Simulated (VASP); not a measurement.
# LuH2: single point with PBEsol

LuH2:

```xyz
3
Lattice="0.0000 2.3564 2.3564 2.3564 0.0000 2.3564 2.3564 2.3564 0.0000" Properties=species:S:1:pos:R:3 pbc="T T T"
Lu    0.0000    0.0000    0.0000
H     1.1782    1.1782    1.1782
H     3.5346    3.5346    3.5346
```

```json
{"Program": "VASP 6.6.1", "Task": "single point", "Functional": "PBEsol", "Potentials or basis": "VASP PAW PBE potentials, release 64 (Lu, H)", "Cutoff": "520 eV", "k mesh": "11 × 11 × 11", "Occupations": "fermi-dirac, width 0.1 eV", "Spin": "no spin polarisation", "Dipole correction": "no", "Further INCAR settings": "ALGO = Normal; EDIFF = 1e-07; NBANDS = 20"}
```

```yaml
Pressure: 20.5 GPa
Band_gap_on_the_k_mesh: zero (an odd number of electrons rules out a gap without spin polarisation)
```

Levels at points of the mesh, in eV from the Fermi level:
| k point | band 9 | band 10 | band 11 | band 12 | band 13 | band 14 | band 15 | band 16 | band 17 | band 18 |
| --- | --- | --- | --- | --- | --- | --- | --- | --- | --- | --- |
| (0.00, 0.00, 0.00) | -4.35 | -4.23 | -4.23 | -4.23 | 0.18 | 1.60 | 1.60 | 1.60 | 5.10 | 5.10 |

It took 32 s on 1 thread of AMD EPYC 7R43 64-Core Processor (Zen 3), with other jobs on the host, peak memory 0.15 GiB.

Caveat: the cell stands under pressure; the PAW data sets were made with another functional, which shifts forces and pressure a little; spin-orbit coupling is left out, which moves the levels of the heavy elements.
